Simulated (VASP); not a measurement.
**LiH: single point with PBE**

Crystal: LiH.

```
CELL_PARAMETERS angstrom
0.00501 2.00299 2.00299
2.00299 0.00501 2.00299
2.00800 2.00800 0.00000
ATOMIC_POSITIONS crystal
Li 0.00000 0.00000 0.00000
H 0.50000 0.50000 0.50000
```

This cell differs from its parent crystal: shear xy strain +0.5%.

```
Program                : VASP 6.6.1
Task                   : single point
Functional             : PBE
Potentials or basis    : VASP PAW PBE potentials, release 64 (Li_sv, H)
Cutoff                 : 520 eV
k mesh                 : 6 × 6 × 6
Occupations            : gaussian, width 0.01 eV
Spin                   : no spin polarisation
Dipole correction      : no
Further INCAR settings : ALGO = Normal; EDIFF = 1e-06; NBANDS = 9
```

```json
{
  "Band gap on the k mesh": "2.98 eV"
}
```

Levels at points of the mesh, in eV from the valence-band top:
| k point | band 1 | band 2 | band 3 | band 4 | band 5 | band 6 |
| --- | --- | --- | --- | --- | --- | --- |
| (0.00, 0.00, 0.00) | -44.29 | -5.44 | 16.12 | 17.84 | 17.91 | 17.98 |
| (0.50, 0.00, 0.00) | -44.25 | -2.62 | 4.94 | 13.64 | 16.46 | 16.50 |
| (0.50, 0.50, 0.00) | -44.23 | 0.00 | 2.98 | 10.74 | 10.90 | 13.99 |
| (0.00, 0.00, 0.50) | -44.25 | -2.65 | 4.91 | 13.71 | 16.53 | 16.57 |
| (0.50, 0.00, 0.50) | -44.23 | 0.00 | 2.98 | 10.82 | 10.82 | 13.99 |

Run time: 7.9 s on 1 thread of Intel Xeon 8259CL (shared host), peak memory 0.13 GiB.

Caveat: the k points lie up to 0.45 Å⁻¹ apart; the cell differs from its parent crystal (shear xy strain +0.5%). A k mesh can miss the band edges.
